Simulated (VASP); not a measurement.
A run of VASP 6.6.1 is set up as follows.

INCAR

```
PREC = Accurate ; ENCUT = 520
EDIFF = 1E-6 ; ISMEAR = 0
SIGMA = 0.1 ; LREAL = F
LASPH = T ; NELM = 60
ALGO = Normal ; ISIF = 2
LWAVE = F ; LCHARG = F
GGA = PE ; NBANDS = 22
```

The input KPOINTS:

```
regular mesh
0
Gamma
  16 16 16
```

POSCAR

```
BiBr2
1.0
   -1.8146436292      1.8146436292      7.4048561228
    1.8146436292     -1.8146436292      7.4048561228
    1.8146436292      1.8146436292     -7.4048561228
Bi Br
1 2
Direct
    0.0000000000      0.0000000000      0.0000000000
    0.6302933692      0.6302933692      0.0000000000
    0.3697066308      0.3697066308      0.0000000000
```

Potentials or basis: VASP PAW PBE potentials, release 64 (Bi_d, Br).

The run is started by

```bash
$ cat potpaw_PBE.64/Bi_d/POTCAR potpaw_PBE.64/Br/POTCAR > POTCAR
$ mpirun -np 1 vasp_std > vasp.out
```

(1) Estimate the pressure.

(2) Predict the band gap on the k mesh.

Results:

(1) 0.0 GPa.

(2) zero (an odd number of electrons rules out a gap without spin polarisation).

Caveat: spin-orbit coupling is left out, which moves the levels of the heavy elements; an odd number of electrons without spin polarisation forces a metal; a magnetic or distorted state may lie lower.
